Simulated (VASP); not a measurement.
The system is Re.

```
CELL_PARAMETERS angstrom
2.76639 0.00000 0.00000
-1.38319 2.39576 0.00000
0.00000 0.00000 8.93885
ATOMIC_POSITIONS crystal
Re 0.66667 0.33333 0.75000
Re 0.00000 0.00000 0.50000
Re 0.33333 0.66667 0.25000
Re 0.00000 0.00000 0.00000
```

| Item | Value |
| --- | --- |
| Program | VASP 6.6.1 |
| Task | relaxation of cell and atoms |
| Functional | BLYP |
| Potentials or basis | VASP PAW PBE potentials, release 64 (Re_sv_GW) |
| Cutoff | 560 eV |
| k mesh | 11 × 11 × 3 |
| Occupations | fermi-dirac, width 0.05 eV |
| Spin | no spin polarisation |

At the start: pressure 17.0 GPa; volume 14.81 Å³/atom.

Where does the relaxation end?

Over 7 steps the energy falls by 35.6 meV/atom and the volume is 15.51 Å³/atom (+4.7 %); space group P6_3/mmc (No. 194, to 0.1 Å) before and after.

Step by step:
```csv
step,energy change (eV),largest force (eV/Å),pressure (GPa),volume (Å³)
1,0.0000,0.0000,17.01,59.24
2,1.5140,0.0000,-38.30,73.77
3,-0.1417,0.0000,-1.19,62.27
4,-0.1425,0.0000,0.02,62.06
5,-0.1425,0.0000,-0.38,62.11
6,-0.1418,0.0000,1.13,61.83
7,-0.1426,0.0000,0.01,62.04
```

Final structure:
```yaml
crystal:
  lattice:
    - [2.81002, 0.00000, 0.00000]
    - [-1.40501, 2.43355, 0.00000]
    - [0.00000, 0.00000, 9.07247]
  atoms:
    - { symbol: Re, position: [0.66667, 0.33333, 0.75000] }
    - { symbol: Re, position: [0.00000, 0.00000, 0.50000] }
    - { symbol: Re, position: [0.33333, 0.66667, 0.25000] }
    - { symbol: Re, position: [0.00000, 0.00000, 0.00000] }
```

Caveat: the PAW data sets were made with another functional, which shifts forces and pressure a little.
